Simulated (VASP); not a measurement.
PbO2: single point with PBE

PbO2:

```xyz
6
Lattice="5.0449 0.0000 0.0000 0.0000 5.0449 0.0000 0.0000 0.0000 3.4090" Properties=species:S:1:pos:R:3 pbc="T T T"
Pb    2.5225    2.5225    1.7045
Pb    0.0000    0.0000    0.0000
O     3.4940    3.4940    0.0000
O     4.0734    0.9715    1.7045
O     0.9715    4.0734    1.7045
O     1.5510    1.5510    0.0000
```

```
Program             : VASP 6.6.1
Task                : single point
Functional          : PBE
Potentials or basis : VASP PAW PBE potentials, release 64 (Pb_d, O)
Cutoff              : 520 eV
k mesh              : 5 × 5 × 7
Occupations         : fermi-dirac, width 0.05 eV
Spin                : no spin polarisation
```

| Item | Value |
| --- | --- |
| Pressure | 3.3 GPa |
| Largest force | 0.014 eV/Å |
| Band gap on the k mesh | 0.12 eV (least direct gap 0.26 eV) |

Forces in eV/Å, atoms in the order of the input:
```
Pb   0.000  0.000  0.000
Pb   0.000  0.000  0.000
O    0.010  0.010  0.000
O   -0.010  0.010  0.000
O    0.010 -0.010  0.000
O   -0.010 -0.010  0.000
```

Stress tensor (GPa, compression positive):
```
2.85 0.00 0.00
0.00 2.85 0.00
0.00 0.00 4.26
```

Levels at points of the mesh, in eV from the valence-band top:
```tsv
k point	band 24	band 25	band 26	band 27	band 28	band 29
(0.00, 0.00, 0.00)	-0.57	-0.54	-0.54	0.12	4.15	5.89
```

Wall time 2.5 min on 1 thread of Intel Xeon 8259CL (shared host), peak memory 0.23 GiB.

Caveat: the cell stands under pressure; spin-orbit coupling is left out, which moves the levels of the heavy elements. A k mesh can miss the band edges.
